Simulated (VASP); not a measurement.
Here is a VASP 6.6.1 calculation.

Contents of INCAR:

```
SYSTEM = InSi8C6
  PREC = Accurate
  ENCUT = 520
  EDIFF = 1E-6
  ISMEAR = -1
  SIGMA = 0.05
  LREAL = Auto
  LASPH = .TRUE.
  NELM = 150
  ALGO = Normal
  ISIF = 2
  LWAVE = .FALSE.
  LCHARG = .FALSE.
  ISPIN = 2
  MAGMOM = 0.143 0.143 0.143 0.143 0 0.143 0 0.143 0 0 0 0 0 0 0.143
  LORBIT = 11
  GGA = PS
  ISYM = 0
  NBANDS = 52
```

The input KPOINTS:

```
Automatic mesh
0
Gamma
  1 1 1
  0.25 0.25 0.25
```

File POSCAR:

```
InSi8C6
1.0
    0.0000000000      4.3568530000      4.3568530000
    4.3568530000      0.0000000000      4.3568530000
    4.3568530000      4.3568530000      0.0000000000
Si C In
8 6 1
Direct
    0.0214810000      0.0075770000      0.9872770000
    0.5182200000      0.4878530000      0.4706110000
    0.0334660000      0.9801450000      0.4673890000
    0.4911150000      0.5490740000      0.9632920000
    0.9976400000      0.5150010000      0.9727490000
    0.4647310000      0.9836220000      0.5452960000
    0.5196840000      0.9783200000      0.0112270000
    0.9706420000      0.4905210000      0.4976490000
    0.1341220000      0.1263200000      0.1288590000
    0.6240100000      0.6185770000      0.1437200000
    0.1110980000      0.6734190000      0.0951060000
    0.6560340000      0.1142630000      0.6100890000
    0.6235410000      0.1163840000      0.1237980000
    0.1339440000      0.6525070000      0.6160740000
    0.6446550000      0.6523790000      0.6047110000
```

Potentials or basis: VASP PAW PBE potentials, release 64 (Si, C, In_d).

Launch:

```sh
$ cat potpaw_PBE.64/Si/POTCAR potpaw_PBE.64/C/POTCAR potpaw_PBE.64/In_d/POTCAR > POTCAR
$ mpirun -np 1 vasp_std > vasp.out
```

Problem. What does it give for the net moment?

Solution. 0.00 μB per cell.

Problem. Predict the largest force.

Solution. 36.630 eV/Å.

Problem. What does it give for the pressure?

Solution. 67.1 GPa.

Forces on the atoms (eV/Å):
```
Si    3.296  -1.630  -0.220
Si   -1.154  -0.350  -7.242
Si    3.441  -2.368  -0.604
Si   14.246  12.691 -15.921
Si    1.277   2.581  -0.516
Si   20.739 -18.767  15.487
Si    0.364  -2.551   0.771
Si  -24.730  19.518  18.688
C    -1.549  -2.292   3.283
C    -4.170  -3.841   2.340
C    -3.555   2.603  -2.895
C     1.271   0.000  -0.942
C     1.501   0.086   2.313
C    -4.079   2.485  -2.220
In   -6.897  -8.162 -12.322
```

Caveat: the k points lie up to 0.62 Å⁻¹ apart; atoms lie so close that the PAW spheres overlap strongly, which falsifies energies and pressures; the PAW data sets were made with another functional, which shifts forces and pressure a little.
